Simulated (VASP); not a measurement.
# WS2 in VASP: a series of runs

The runs below take WS2 through single point, with PBEsol.

Program: VASP 6.6.1. These are calculated values, not measurements. Logs are shortened: lines on timing, memory, paths and dates and some standing lists are left out, and cuts for length are marked.

## 1. The cell of the first run

The cell holds a slab with vacuum, 12 atoms: a = 17.243 Å, b = 3.146 Å, c = 11.144 Å, α = 90.00°, β = 98.89°, γ = 84.77°.

## 2. Single point, PBEsol (the distance across one plane changed)

Contents of INCAR:

```
ALGO = Normal
EDIFF = 1E-7
ENCUT = 520
GGA = PS
ISIF = 2
ISMEAR = 0
ISYM = 0
KPAR = 4
LASPH = T
LCHARG = F
LREAL = F
LWAVE = F
NBANDS = 64
NELM = 60
PREC = Accurate
SIGMA = 0.05
```

Contents of KPOINTS:

```
k-points
0
Gamma
  2 9 3
```

Contents of POSCAR:

```
WS2
1.0
   -1.5728881103     -2.7243221217     16.9534210371
    1.5728881103     -2.7243221217      0.0000000000
    9.6510926193      5.5720609216      0.0396647716
W S
4 8
Direct
   -0.0022176417      0.5011088208      0.9478590650
   -0.0005027640      0.0002513820      0.2148901869
   -0.0010743899      0.5005371950      0.4592131463
   -0.0016460158      0.0008230079      0.7035361057
    0.9069356745      0.5465321628      0.2737499044
    0.9063640486      0.0468179757      0.5180728638
    0.9057924227      0.5471037887      0.7623958232
    0.9075073004      0.0462463498      0.0294269450
    0.0922493394      0.9538753303      0.0745894828
    0.0916777135      0.4541611432      0.3189124422
    0.0911060877      0.9544469562      0.5632354016
    0.0905344618      0.4547327691      0.8075583610
```

Potentials or basis: VASP PAW PBE potentials, release 64 (W_sv, S).

Command:

```sh
$ cat potpaw_PBE.64/W_sv/POTCAR potpaw_PBE.64/S/POTCAR > POTCAR
$ mpirun -np 4 vasp_std > vasp.out
```

OUTCAR:

```text
EDIFF = 1E-7
   ENCUT = 520
   GGA = PS
   ISIF = 2
   ISMEAR = 0
   ISYM = 0
   LASPH = T
   LREAL = F
   NELM = 60
   PREC = Accurate

 ion  position               nearest neighbor table
   1  0.998  0.501  0.948-   7 2.40  12 2.40   8 2.48   8 2.48   9 2.53   9 2.53   4 3.15   4 3.15
                             2 3.36   2 3.36
   2  0.999  0.000  0.215-  10 2.40  10 2.40   5 2.40   9 2.40   5 2.40   8 2.40   3 3.15   3 3.15
                             1 3.36   1 3.36
   3  0.999  0.501  0.459-   6 2.40  10 2.40   6 2.40  11 2.40  11 2.40   5 2.40   2 3.15   4 3.15
                             4 3.15   2 3.15
   4  0.998  0.001  0.704-   7 2.40   7 2.40  12 2.40  12 2.40   6 2.40  11 2.40   1 3.15   1 3.15
                             3 3.15   3 3.15
   5  0.907  0.547  0.274-   2 2.40   2 2.40   3 2.40
   6  0.906  0.047  0.518-   3 2.40   3 2.40   4 2.40
   7  0.906  0.547  0.762-   4 2.40   1 2.40   4 2.40
   8  0.908  0.046  0.029-   2 2.40   1 2.48   1 2.48
   9  0.092  0.954  0.075-   2 2.40   1 2.53   1 2.53
  10  0.092  0.454  0.319-   2 2.40   2 2.40   3 2.40
  11  0.091  0.954  0.563-   3 2.40   3 2.40   4 2.40
  12  0.091  0.455  0.808-   4 2.40   4 2.40   1 2.40

IMPORTANT INFORMATION: All symmetrisations will be switched off!
NOSYMM: (Re-)initialisation of all symmetry stuff for point group C_1.

----------------------------------------------------------------------------------------

                                     Primitive cell

  volume of cell :     594.6745

  direct lattice vectors                    reciprocal lattice vectors
    -1.572888110 -2.724322122 16.953421037    -0.000181712 -0.000104912  0.058951428
     1.572888110 -2.724322122  0.000000000     0.159034139 -0.275245386 -0.029475714
     9.651092619  5.572060922  0.039664772     0.077666987  0.044841056  0.014411425

  length of vectors
    17.242806990  3.145776221 11.144192432     0.058951801  0.319250211  0.090832650

  position of ions in fractional coordinates (direct lattice)
     0.997782358  0.501108821  0.947859065
     0.999497236  0.000251382  0.214890187
     0.998925610  0.500537195  0.459213146
     0.998353984  0.000823008  0.703536106
     0.906935674  0.546532163  0.273749904
     0.906364049  0.046817976  0.518072864
     0.905792423  0.547103789  0.762395823
     0.907507300  0.046246350  0.029426945
     0.092249339  0.953875330  0.074589483
     0.091677713  0.454161143  0.318912442
     0.091106088  0.954446956  0.563235402
     0.090534462  0.454732769  0.807558361

  ion indices of the primitive-cell ions
   primitive index   ion index
                 1           1
                 2           2
                 3           3
                 4           4
                 5           5
                 6           6
                 7           7
                 8           8
                 9           9
                10          10
                11          11
                12          12

----------------------------------------------------------------------------------------

 KPOINTS: k-points

Automatic generation of k-mesh.
 Grid dimensions read from file:
 generate k-points for:    2    9    3

 Generating k-lattice:

  Cartesian coordinates                     Fractional coordinates (reciprocal lattice)
    -0.000090856 -0.000052456  0.029475714     0.500000000  0.000000000  0.000000000
     0.017670460 -0.030582821 -0.003275079     0.000000000  0.111111111 -0.000000000
     0.025888996  0.014947019  0.004803808     0.000000000 -0.000000000  0.333333333

  Length of vectors
     0.029475901  0.035472246  0.030277550

  Shift w.r.t. Gamma in fractional coordinates (k-lattice)
     0.000000000  0.000000000  0.000000000

 -----------------------------------------------------------------------------
|                                                                             |
|           W    W    AA    RRRRR   N    N  II  N    N   GGGG   !!!           |
|           W    W   A  A   R    R  NN   N  II  NN   N  G    G  !!!           |
|           W    W  A    A  R    R  N N  N  II  N N  N  G       !!!           |
|           W WW W  AAAAAA  RRRRR   N  N N  II  N  N N  G  GGG   !            |
|           WW  WW  A    A  R   R   N   NN  II  N   NN  G    G                |
|           W    W  A    A  R    R  N    N  II  N    N   GGGG   !!!           |
|                                                                             |
|     Your reciprocal lattice and k-lattice belong to different lattice       |
|     classes:                                                                |
|                                                                             |
|        The reciprocal lattice is base-centered monoclinic,                  |
|        whereas your k-lattice is triclinic.                                 |
|                                                                             |
|     Results are often still useful ...                                      |
|                                                                             |
 -----------------------------------------------------------------------------

 WARNING: IBZKPT: internal override: KBLOWUP is changed to .FALSE.
      ... skipping the blow-up phase ...

 Subroutine IBZKPT returns following result:
 ===========================================

 Found     28 irreducible k-points:

 Following reciprocal coordinates:
            Coordinates               Weight
  0.000000  0.000000  0.000000      1.000000
  0.500000  0.000000  0.000000      1.000000
  0.000000  0.111111  0.000000      2.000000
  0.500000  0.111111 -0.000000      2.000000
  0.000000  0.222222 -0.000000      2.000000
  0.500000  0.222222 -0.000000      2.000000
[... 16 lines left out ...]
  0.000000 -0.333333  0.333333      2.000000
  0.500000 -0.333333  0.333333      2.000000
 [... further k-points ...]
   k-points           NKPTS =     28   k-points in BZ     NKDIM =     28   number of bands    NBANDS=     64
   number of dos      NEDOS =    301   number of ions     NIONS =     12
   total plane-waves  NPLWV = 258048
   dimension x,y,z NGX =   128 NGY =   24 NGZ =   84
   dimension x,y,z NGXF=   256 NGYF=   48 NGZF=  168
   ions per type =               4   8
   NGX,Y,Z   is equivalent  to a cutoff of  12.34, 12.68, 12.53 a.u.
   NGXF,Y,Z  is equivalent  to a cutoff of  24.68, 25.37, 25.06 a.u.
 SYSTEM =  unknown system
   PREC   = accura    normal or accurate (medium, high low for compatibility)
   ISTART =      0    job   : 0-new  1-cont  2-samecut
   ICHARG =      2    charge: 1-file 2-atom 10-const
   ISPIN  =      1    spin polarized calculation?
   LNONCOLLINEAR =      F non collinear calculations
   LSORBIT =      F    spin-orbit coupling
   LASPH  =      T    aspherical Exc in radial PAW
   ENCUT  =  520.0 eV  38.22 Ry    6.18 a.u.  32.06  5.85 20.72*2*pi/ulx,y,z
   NELM   =     60;   NELMIN=  2; NELMDL= -5     # of ELM steps
   EDIFF  = 0.1E-06   stopping-criterion for ELM
   LREAL  =      F    real-space projection
   EDIFFG = 0.1E-05   stopping-criterion for IOM
   NSW    =      0    number of steps for IOM
   IBRION =     -1    ionic relax: 0-MD 1-quasi-New 2-CG
   NFREE  =      0    steps in history (QN), initial steepest desc. (CG)
   ISIF   =      2    stress and relaxation
   ISYM   =      0    0-nonsym 1-usesym 2-fastsym
   POTIM  = 0.5000    time-step for ionic-motion
   TEBEG  =    0.0;   TEEND  =   0.0 temperature during run
   PSTRESS=    0.0 pullay stress
   NELECT =     104.0000    total number of electrons
   NUPDOWN=      -1.0000    fix difference up-down
   EMIN   =  10.00;   EMAX   =-10.00  energy-range for DOS
   EFERMI =   0.00;   METHOD = LEGACY
   ISMEAR =     0;   SIGMA  =   0.05  broadening in eV -4-tet -1-fermi 0-gaus
   EFERMI_NEDOS =   21; number of points for ismear=-14 and -15
   IALGO  =     38    algorithm
   IMIX   =      4    mixing-type and parameters
     AMIX     =   0.40;   BMIX     =  1.00
     AMIX_MAG =   1.60;   BMIX_MAG =  1.00
  volume/ion in A,a.u.               =      49.56       334.42
  Fermi-wavevector in a.u.,A,eV,Ry     =   0.915502  1.730049 11.403651  0.838145
  Thomas-Fermi vector in A             =   2.040251
   LORBIT       =      0    0 simple, 1 ext, 2 COOP (PROOUT), +10 PAW based schemes
   GGA     = PS    functional components
   LHFCALC =     F    Hartree Fock is set to
   AEXX    =    0.0000 exact exchange contribution
   IVDW    =     0    specifies the selected vdW correction
   LEPSILON=     F    determine dielectric tensor
   LRPA    =     F    only Hartree local field effects (RPA)
 non-spin polarized calculation
 Gauss-broadening in eV      SIGMA  =   0.05
  energy-cutoff  :      520.00
  volume of cell :      594.67
 maximum number of plane-waves:     16062
   NGX = 63   NGY = 11   NGZ = 41

 number of electron     104.0000008 magnetization

 Free energy of the ion-electron system (eV)
  ---------------------------------------------------
  ext. energy  EPLUGINS =         0.00000000
  ---------------------------------------------------
  free energy    TOTEN  =      -100.51610197 eV

  energy without entropy =     -100.51610197  energy(sigma->0) =     -100.51610197

 E-fermi :  -0.7862     XC(G=0):  -4.5517

 val. band max:       -1.1978235269   @ k =   0.0000   0.3333  -0.0000
 cond. band min:       0.3409844480   @ k =   0.0000   0.3333  -0.0000
 fundamental gap:      1.5388079749
 Fermi energy:        -0.7861576098

 k-point     1 :       0.0000    0.0000    0.0000
  band No.  band energies     occupation
      1     -75.3166      2.00000
      2     -75.2000      2.00000
      3     -75.1905      2.00000
      4     -75.1772      2.00000
      5     -39.6807      2.00000
      6     -39.5522      2.00000
[... 56 lines left out ...]
     63       2.0365      0.00000
     64       2.0611      0.00000

 k-point     2 :       0.5000    0.0000    0.0000
  band No.  band energies     occupation
      1     -75.3166      2.00000
      2     -75.2000      2.00000
      3     -75.1905      2.00000
      4     -75.1772      2.00000
      5     -39.6807      2.00000
      6     -39.5522      2.00000
[... 1530 lines left out ...]
     63       2.4556      0.00000
     64       2.4961      0.00000

 [... further k-points ...]
[... 5 lines left out ...]
  --------------------------------------------------------------------------------------
  -------------------------------------------------------------------------------------
  Total       -5.8251496     -3.5170965     -2.4037037     -1.9988713     -0.2940507     -0.5086585
  in kB      -15.6941688     -9.4757918     -6.4760794     -5.3853764     -0.7922340     -1.3704321
  external PRESSURE =     -10.5486800 kB  Pullay stress =       0.0000000 kB

 VOLUME and BASIS-vectors are now :
 -----------------------------------------------------------------------------
  energy-cutoff  :      520.00
  volume of cell :      594.67
      direct lattice vectors                 reciprocal lattice vectors
    -1.572888110 -2.724322122 16.953421037    -0.000181712 -0.000104912  0.058951428
     1.572888110 -2.724322122  0.000000000     0.159034139 -0.275245386 -0.029475714
     9.651092619  5.572060922  0.039664772     0.077666987  0.044841056  0.014411425

 POSITION                                       TOTAL-FORCE (eV/Angst)
 -----------------------------------------------------------------------------------
      8.36666      1.19807     16.95342         2.442633      1.410399      0.527216
      0.50222     -1.52626     16.95342        -0.340560     -0.196602      0.058701
      3.64800     -1.52626     16.95342        -0.049780     -0.028724     -0.006004
      5.22089      1.19807     16.95342         0.163488      0.094428      0.037677
      2.07511     -2.43436     15.38652        -0.074751     -0.043036     -0.012387
      3.64800      0.28996     15.38652         0.001310      0.000928     -0.029341
      6.79378      0.28996     15.38652         0.285829      0.165185     -0.040097
     -1.07066     -2.43436     15.38652        -1.197606     -0.691393      0.496047
      2.07511     -2.43436      1.56690        -1.371431     -0.791952     -1.038775
      3.64800      0.28996      1.56690        -0.091186     -0.052798     -0.019835
      6.79378      0.28996      1.56690         0.002632      0.001338      0.022887
      8.36666      3.01428      1.56690         0.229421      0.132227      0.003911
 -----------------------------------------------------------------------------------
    total drift:                               -0.000457      0.000374     -0.000746

  FREE ENERGIE OF THE ION-ELECTRON SYSTEM (eV)
  ---------------------------------------------------
  free  energy   TOTEN  =      -100.5161019696 eV

  energy  without entropy=     -100.5161019696  energy(sigma->0) =     -100.51610197
```

It took 19 min on 4 MPI ranks of AMD EPYC 7R43 (Zen 3), shared host; peak memory 1 GiB.

What came out:

| Property | Result |
| --- | --- |
| Free energy | -100.5161 eV |
| Largest force | 2.869 eV/Å |
| Band gap on the k mesh | 1.54 eV |

Forces on the atoms (eV/Å):
```
W    2.443  1.410  0.527
W   -0.341 -0.197  0.059
W   -0.050 -0.029 -0.006
W    0.163  0.094  0.038
S   -0.075 -0.043 -0.012
S    0.001  0.001 -0.029
S    0.286  0.165 -0.040
S   -1.198 -0.691  0.496
S   -1.371 -0.792 -1.039
S   -0.091 -0.053 -0.020
S    0.003  0.001  0.023
S    0.229  0.132  0.004
```

Levels at points of the mesh, in eV from the valence-band top:
| k point | band 50 | band 51 | band 52 | band 53 | band 54 | band 55 |
| --- | --- | --- | --- | --- | --- | --- |
| (0.00, 0.00, 0.00) | -1.05 | -1.01 | -0.13 | 1.88 | 2.37 | 2.43 |
| (0.50, 0.00, 0.00) | -1.05 | -1.01 | -0.13 | 1.88 | 2.37 | 2.43 |

Caveat: the cell differs from its parent crystal (the distance across one plane changed); there is no dipole correction, which matters where the two faces differ; the PAW data sets were made with another functional, which shifts forces and pressure a little; spin-orbit coupling is left out, which moves the levels of the heavy elements.

(Part 1 of 2 ends here.)

The gap in the log of VASP goes by the Fermi energy; the results here count the filled bands.